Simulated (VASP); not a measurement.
Write the native input for VASP 6.6.1 that does the following.

* Task: single point
* Functional: PBEsol
* Potentials or basis: VASP PAW PBE potentials, release 64 (B, P)
* Cutoff: 500 eV
* k mesh: 10 × 10 × 10
* Occupations: gaussian, width 0.01 eV
* Spin: no spin polarisation
* Dipole correction: no
* Further INCAR settings: ALGO = Normal; EDIFF = 1e-06; NBANDS = 11

The structure of BP (zinc blende) lies in POSCAR:

```
BP
1.0
    0.0000000000      2.0692763451      2.0692763451
    2.0692763451      0.0000000000      2.0692763451
    2.0692763451      2.0692763451      0.0000000000
B P
1 1
Direct
    0.0000000000      0.0000000000      0.0000000000
    0.2500000000      0.2500000000      0.2500000000
```

This cell differs from its parent crystal: volume scaled by 0.76.

The input as run:

INCAR

```
SYSTEM = BP
ALGO = Normal ; EDIFF = 1E-6
ENCUT = 500 ; GGA = PS
GGA_COMPAT = .FALSE. ; ISIF = 2
ISMEAR = 0 ; LASPH = .TRUE.
LCHARG = .FALSE. ; LREAL = .FALSE.
LWAVE = .FALSE. ; NBANDS = 11
NELM = 120 ; PREC = Accurate
SIGMA = 0.01
```

KPOINTS

```
k-points
0
G
  10 10 10
  0 0 0
```

Potentials or basis: VASP PAW PBE potentials, release 64 (B, P).

Run with:

```sh
$ cat potpaw_PBE.64/B/POTCAR potpaw_PBE.64/P/POTCAR > POTCAR
$ mpirun -np 1 vasp_std > vasp.out
```

It gave:

```
Pressure               : 73.1 GPa
Band gap on the k mesh : 0.64 eV, indirect (least direct gap 3.98 eV)
```

Caveat: the PAW data sets were made with another functional, which shifts forces and pressure a little.

Wall time 5.9 s on 1 thread of AMD EPYC 9R45 96-Core Processor (Zen 5), on a shared host, peak memory 0.1 GiB.
